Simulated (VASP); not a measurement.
Here is a VASP 6.6.1 calculation.

File INCAR:

```
SYSTEM = CsRh3
PREC = Accurate
ENCUT = 600
EDIFF = 1E-6
ISMEAR = 0
SIGMA = 0.1
LREAL = .FALSE.
LASPH = .TRUE.
NELM = 80
ALGO = Fast
ISIF = 3
LWAVE = .FALSE.
LCHARG = .FALSE.
GGA = PE
IBRION = 2
NSW = 100
EDIFFG = -0.01
```

File KPOINTS:

```
regular mesh
0
G
  12 12 12
  0 0 0
```

The input POSCAR:

```
CsRh3
1.0
    4.1740419939      0.0000000000      0.0000000000
    0.0000000000      4.1740419939      0.0000000000
    0.0000000000      0.0000000000      4.1740419939
Cs Rh
1 3
Direct
    0.0000000000      0.0000000000      0.0000000000
    0.0000000000      0.5000000000      0.5000000000
    0.5000000000      0.0000000000      0.5000000000
    0.5000000000      0.5000000000      0.0000000000
```

Potentials or basis: VASP PAW PBE potentials, release 64 (Cs_sv, Rh_pv).

Run with:

```sh
$ cat potpaw_PBE.64/Cs_sv/POTCAR potpaw_PBE.64/Rh_pv/POTCAR > POTCAR
$ mpirun -np 1 vasp_std > vasp.out
```

(1) Estimate the band gap on the k mesh.

(2) What does it give for the relaxed cell?

(3) What does it give for the space group after relaxing (to 0.1 Å)?

Results:

(1) zero (bands 27 and 28 overlap by 1.04 eV).

(2) a = 4.195 Å, b = 4.195 Å, c = 4.195 Å, α = 90.00°, β = 90.00°, γ = 90.00°.

(3) Pm-3m (No. 221).

Caveat: spin-orbit coupling is left out, which moves the levels of the heavy elements.
